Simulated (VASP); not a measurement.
Here is a VASP 6.6.1 calculation.

The input INCAR:

```
  ALGO = Normal
  EDIFF = 1E-6
  ENCUT = 500
  GGA = PE
  GGA_COMPAT = F
  ISIF = 2
  ISMEAR = 0
  LASPH = T
  LCHARG = F
  LREAL = F
  LWAVE = F
  NBANDS = 44
  NELM = 120
  PREC = Accurate
  SIGMA = 0.15
```

The input KPOINTS:

```
k-points
0
Gamma
  2 2 2
```

POSCAR

```
Hf3SnS4
1.0
    3.7660804277      2.1743475479      3.1680914445
   -3.7660804277      2.1743475479      3.1680914445
    0.0000000000     -4.3486950983      3.1680914428
Hf Sn S
3 1 4
Direct
    0.0000000000      0.0000000000      0.5000000000
    0.5000000000      0.0000000000      0.0000000000
    0.0000000000      0.5000000000      0.0000000000
    0.0000000000      0.0000000000      0.0000000000
    0.5000000000      0.5000000000      0.0000000000
    0.0000000000      0.5000000000      0.5000000000
    0.5000000000      0.0000000000      0.5000000000
    0.5000000000      0.5000000000      0.5000000000
```

Potentials or basis: VASP PAW PBE potentials, release 64 (Hf_pv, Sn_d, S).

Launch:

```console
$ cat potpaw_PBE.64/Hf_pv/POTCAR potpaw_PBE.64/Sn_d/POTCAR potpaw_PBE.64/S/POTCAR > POTCAR
$ mpirun -np 1 vasp_std > vasp.out
```

Question: Estimate the band gap on the k mesh.

Answer: Zero (bands 34 and 35 overlap by 0.54 eV).

Question: Estimate the pressure.

Answer: -0.1 GPa.

Stress tensor (GPa, compression positive):
```
 0.19  0.00  0.00
 0.00  0.19  0.00
 0.00  0.00 -0.74
```

Caveat: the k points lie up to 0.58 Å⁻¹ apart, too coarse for converged energies and pressures of a metal; spin-orbit coupling is left out, which moves the levels of the heavy elements.
